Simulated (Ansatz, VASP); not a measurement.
# Mo3W2: VASP beside Ansatz

Contents of INCAR:

```
ALGO = Normal
EDIFF = 1E-6
ENCUT = 520
GGA = PE
ISIF = 2
ISMEAR = 0
ISPIN = 2
LASPH = True
LCHARG = False
LMAXMIX = 4
LORBIT = 11
LREAL = False
LUSENCCL = False
LWAVE = False
MAGMOM = 1 1 1 0 0
NBANDS = 47
NELM = 150
PREC = Accurate
SIGMA = 0.1
```

File KPOINTS:

```
k-points
0
Gamma
  6 6 6
```

File POSCAR:

```
Mo3W2
1.0
    0.0000000000      2.2432968000     11.2056338000
    1.5851128000      0.0000000000     11.2056338000
    1.5851128000      2.2432968000      0.0000000000
Mo W
3 2
Direct
    0.9004920000      0.9004920000      0.0995080000
    0.5000000000      0.5000000000      0.5000000000
    0.0995080000      0.0995080000      0.9004920000
    0.6996600000      0.6996600000      0.3003400000
    0.3003400000      0.3003400000      0.6996600000
```

Input for Ansatz:

```yaml
crystal:
  lattice:
    - [0.0, 2.2432968, 11.2056338]
    - [1.5851128, 0.0, 11.2056338]
    - [1.5851128, 2.2432968, 0.0]
  atoms:
    - { symbol: Mo, position: [0.900492, 0.900492, 0.099508], spin: 1.0 }
    - { symbol: Mo, position: [0.5, 0.5, 0.5], spin: 1.0 }
    - { symbol: Mo, position: [0.099508, 0.099508, 0.900492], spin: 1.0 }
    - { symbol: W, position: [0.69966, 0.69966, 0.30034] }
    - { symbol: W, position: [0.30034, 0.30034, 0.69966] }
basis:
  ecutwfc: 420
kpoints:
  mp_grid: { grid: [6, 6, 6] }
hamiltonian:
  xc: pbe
scf:
  occupations: { method: gaussian, width: 0.1 }
  lower_state_search: "off"
output:
  forces: true
  stress: true
  eigenvalues: true
  populations: true
magnetization:
  spin_polarized: true
```

Alike in both runs: task single point; functional PBE; k mesh 6 × 6 × 6; occupations gaussian, width 0.1 eV; collinear spin.

|  | VASP | Ansatz |
| --- | --- | --- |
| version | VASP 6.6.1 | Ansatz 0.2.0 |
| potentials or method | VASP PAW PBE potentials, release 64 (Mo_sv, W_sv), cutoff 520 eV | scalar-relativistic, plane waves, PAW |
| valence electrons in the cell | 70 | 70 |

Ansatz gave:

* gap on the k mesh at the Fermi level (eV): none
* pressure (GPa): -0.6
* traceless stress, the component that is largest in VASP (GPa): 2.03
* rms of the force components (eV/Å): 0.004
* net moment per atom (μB): 0.00

Problem. Which values does VASP return?

Solution. gap on the k mesh at the Fermi level (eV): none; pressure (GPa): -0.2; traceless stress, the component that is largest in VASP (GPa): 2.02; rms of the force components (eV/Å): 0.003; net moment per atom (μB): 0.00.

Atom by atom the forces differ by 0.001 eV/Å (rms over components). A gap of «none» marks a metal or a gap that the smearing closes. Ansatz's warnings: seeded moment not kept.

The k mesh is coarse, so the values compare programs but aren't converged. Neither program's run includes spin-orbit coupling.
